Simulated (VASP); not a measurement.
Runs of VASP 6.6.1 on HgTe. The structure is that of space group F-43m (No. 216), or close to it. The cells are those of the table. 

```tsv
cell	gap on the mesh (eV)	pressure (GPa)
a = 4.599 Å, angles 60.0°, 2 atoms	none	(b)
a = 4.453 Å, angles 60.0°, 2 atoms	none	7.3
a = 4.552 Å, angles 60.0°, 2 atoms	none	(a)
a = 4.646 Å, angles 60.0°, 2 atoms	none	0.1
a = 4.692 Å, angles 60.0°, 2 atoms	none	-1.0
```

Alike in all rows: task single point; level r2SCAN; potentials or basis VASP PAW PBE potentials, release 64 (Hg, Te); no spin polarisation; k mesh 12 × 12 × 12; cutoff (eV) 520; smearing gaussian 0.1 eV.

Estimate the missing entries.

(a) 3.0; (b) 1.4.

Caveats: the PAW data sets were made with another functional, which shifts forces and pressure a little; spin-orbit coupling is left out, which moves the levels of the heavy elements.

A k mesh can miss the band edges, and the runs leave out spin-orbit coupling on Hg, Te.

A gap of «none» marks levels without a gap at the run's occupations.
